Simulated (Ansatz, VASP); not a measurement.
Two plane-wave programs on Pb

```
Pb
1.0
     3.40956    0.00000    0.00000
    -1.70478    2.95277    0.00000
     0.00000    0.00000    5.47686
Pb
2
Cartesian
  0.0000 1.9685 1.3692
  1.7048 0.9843 4.1076
```

Change from the starting cell: volume scaled by 0.9405, PAW files.

Alike in both runs: task electric field gradients; functional PBEsol; k mesh 12 × 12 × 7; occupations fermi-dirac, width 0.05 eV; no spin polarisation.

```csv
,VASP,Ansatz
version,VASP 6.6.1,Ansatz 0.2.0
potentials or method,"VASP PAW PBE potentials, release 64 (Pb_d)","PAW with Ansatz's default frozen-core files, scalar-relativistic"
plane-wave cutoff (eV),520,420
valence electrons in the cell,28,28
```

|  | VASP | Ansatz | Ansatz less VASP |
| --- | --- | --- | --- |
| pressure (GPa) | 4.5 | 4.5 | +0.08 |
| traceless stress, the component that is largest in VASP (GPa) | -0.45 | -0.47 | -0.020 |
| size of Vzz on the site where it differs most (V/Å²) | 1.3 | 0.5 | -0.84 |

VASP's potentials were made for PBE, not for PBEsol. The functional is the same, so the differences come from potentials, cutoffs and numerics.

Neither program's run includes spin-orbit coupling.
